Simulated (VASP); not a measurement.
**TiSi2: single point with PBEsol**

Crystal: TiSi2.

```
Ti Si
1.0
     1.65438   -6.01946    0.00000
     1.65438    6.01946    0.00000
     0.00000    0.00000    3.34367
Ti Si
2 4
Direct
  0.90127 0.09873 0.75000
  0.09873 0.90127 0.25000
  0.56581 0.43419 0.75000
  0.43419 0.56581 0.25000
  0.24942 0.75058 0.75000
  0.75058 0.24942 0.25000
```

| Item | Value |
| --- | --- |
| Program | VASP 6.6.1 |
| Task | single point |
| Functional | PBEsol |
| Potentials or basis | VASP PAW PBE potentials, release 64 (Ti_sv, Si) |
| Cutoff | 520 eV |
| k mesh | 12 × 12 × 10 |
| Occupations | gaussian, width 0.1 eV |
| Spin | no spin polarisation |
| Dipole correction | no |
| Further INCAR settings | ALGO = Normal; EDIFF = 1e-06; NBANDS = 29 |

```
Pressure               : 50.2 GPa
Largest force          : 0.005 eV/Å
Band gap on the k mesh : zero (bands 20 and 21 overlap by 1.01 eV)
```

Forces on the atoms (eV/Å):
```
Ti   0.000 -0.005  0.000
Ti   0.000  0.005  0.000
Si   0.000 -0.005  0.000
Si   0.000  0.005  0.000
Si   0.000 -0.003  0.000
Si   0.000  0.003  0.000
```

Stress tensor (GPa, compression positive):
```
50.17  0.00  0.00
 0.00 50.09  0.00
 0.00  0.00 50.28
```

Levels at points of the mesh, in eV from the Fermi level:
```tsv
k point	band 16	band 17	band 18	band 19	band 20	band 21	band 22	band 23	band 24	band 25
(0.00, 0.00, 0.00)	-2.51	-2.30	-2.19	-1.87	0.21	0.84	0.85	0.86	1.20	2.10
(0.50, 0.00, 0.00)	-3.10	-2.47	-0.97	-0.86	-0.77	-0.57	1.85	2.00	2.04	2.25
(0.50, 0.50, 0.00)	-3.53	-2.58	-1.96	-1.31	0.07	0.40	0.45	1.05	2.49	3.27
(0.00, 0.00, 0.50)	-3.18	-2.13	-2.13	0.00	0.00	1.80	1.80	1.98	1.98	2.24
(0.50, 0.00, 0.50)	-4.50	-3.12	-3.12	-3.06	-3.06	2.21	2.21	2.40	2.40	2.96
(0.50, 0.50, 0.50)	-3.73	-2.84	-2.84	-1.23	-1.23	1.20	1.20	2.11	2.11	3.30
```

It took 7.4 min on 1 thread of Intel(R) Xeon(R) 6975P-C (Granite Rapids), with other jobs on the host, peak memory 0.53 GiB.

Caveat: the cell stands under pressure; the PAW data sets were made with another functional, which shifts forces and pressure a little.
